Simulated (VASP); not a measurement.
Here is a VASP 6.6.1 calculation.

The input INCAR:

```
PREC = Accurate
ENCUT = 600
EDIFF = 1E-6
ISMEAR = 0
SIGMA = 0.1
LREAL = F
LASPH = T
NELM = 100
ALGO = Normal
ISIF = 3
LWAVE = F
LCHARG = F
GGA = PE
IBRION = 2
NSW = 90
EDIFFG = -0.04
```

The input KPOINTS:

```
Automatic mesh
0
Gamma
  6 6 4
```

Contents of POSCAR:

```
ScAl3
1.0
    4.1533624500      0.0000000000      0.0000000000
   -2.0766812200      3.5969173900      0.0000000000
    0.0000000000      0.0000000000      5.0621087200
Sc Al
1 3
Direct
    0.3333333300      0.6666666700      0.1470804700
    0.4820595600      0.5179404400      0.7628967000
    0.4820595600      0.9641191300      0.7628967000
    0.0358808700      0.5179404400      0.7628967000
```

Potentials or basis: VASP PAW PBE potentials, release 64 (Sc_sv, Al).

Command:

```bash
$ cat potpaw_PBE.64/Sc_sv/POTCAR potpaw_PBE.64/Al/POTCAR > POTCAR
$ mpirun -np 1 vasp_std > vasp.out
```

(1) Estimate the band gap on the k mesh.

(2) What does it give for the space group after relaxing (to 0.05 Å)?

(3) Predict the relaxed cell.

## Answers

(1) zero (band 10 reaches 2.76 eV, above the bottom of band 11 at 2.07 eV).

(2) P-6m2 (No. 187).

(3) a = 5.240 Å, b = 5.240 Å, c = 5.091 Å, α = 90.00°, β = 90.00°, γ = 120.00°.
